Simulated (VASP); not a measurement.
Runs of VASP 6.6.1 on AlN. The structure is that of space group F-43m (No. 216), or close to it. The cells are those of the table. 

```csv
task,level,cell,cutoff (eV),gap on the mesh (eV),pressure (GPa),relaxed volume (Å³/atom)
single point,PBEsol,"a = 3.095 Å, angles 60.0°, 2 atoms",520,3.18,0.0,-
single point,PBE+D3(BJ),"a = 3.092 Å, angles 60.0°, 2 atoms",520,3.32,-0.3,-
relaxation of cell and atoms,PBE+D3(BJ),"relaxed from a = 3.089 Å, angles 60.0°, 2 atoms",600,3.32,0.0,10.43
single point,r2SCAN+rVV10,"a = 3.086 Å, angles 60.0°, 2 atoms",520,3.89,-0.3,-
relaxation of cell and atoms,PBEsol,"relaxed from a = 3.089 Å, angles 60.0°, 2 atoms",600,3.18,0.0,10.48
single point,r2SCAN+D4,"a = 3.082 Å, angles 60.0°, 2 atoms",520,3.94,(b),-
relaxation of cell and atoms,r2SCAN+rVV10,"relaxed from a = 3.089 Å, angles 60.0°, 2 atoms",600,3.89,-0.1,10.38
relaxation of cell and atoms,r2SCAN+D4,"relaxed from a = 3.089 Å, angles 60.0°, 2 atoms",600,3.94,0.0,(a)
```

Alike in all rows: potentials or basis VASP PAW PBE potentials, release 64 (Al, N); no spin polarisation; k mesh 8 × 8 × 8; smearing gaussian 0.01 eV.

Fill in the values left out.

(a) 10.33; (b) -0.4.

Caveats: the PAW data sets were made with another functional, which shifts forces and pressure a little (some runs).

A k mesh can miss the band edges.
